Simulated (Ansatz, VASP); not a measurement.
# One calculation of Sb, two programs

```xyz
10
Lattice="3.0842 0.0000 0.0000 0.0000 6.2610 0.0000 0.0000 0.0000 17.1098" Properties=species:S:1:pos:R:3 pbc="T T T"
Sb    1.5421    4.7043    2.7231
Sb    1.5421    4.7043   11.2780
Sb    1.5421    1.5567    2.7231
Sb    1.5421    1.5567   11.2780
Sb    1.5421    4.7043    5.8318
Sb    1.5421    4.7043   14.3867
Sb    1.5421    1.5567    5.8318
Sb    1.5421    1.5567   14.3867
Sb    1.5421    3.1305    0.0000
Sb    1.5421    3.1305    8.5549
```

Alike in both runs: task single point; functional PBE; k mesh 8 × 4 × 2; occupations gaussian, width 0.2 eV; no spin polarisation.

|  | VASP | Ansatz |
| --- | --- | --- |
| version | VASP 6.6.1 | Ansatz 0.2.0 |
| potentials or method | VASP PAW PBE potentials, release 64 (Sb), cutoff 520 eV | scalar-relativistic, plane waves, PAW |
| valence electrons in the cell | 50 | 150 |

```csv
,VASP,Ansatz,Ansatz less VASP
gap on the k mesh at the Fermi level (eV),none,none,-
pressure (GPa),-0.3,-0.2,+0.03
"traceless stress, the component that is largest in VASP (GPa)",-0.54,-0.54,-0.001
rms of the force components (eV/Å),0.015,0.012,-0.0021
```

Atom by atom the forces differ by 0.002 eV/Å (rms over components). A gap of «none» marks a metal or a gap that the smearing closes. With one functional, cell and mesh, what is left measures potentials, basis and numerics. VASP's potentials hold 50 valence electrons a cell and Ansatz's 150, so a difference there can come from the potentials and not from the codes.

Neither program's run includes spin-orbit coupling.
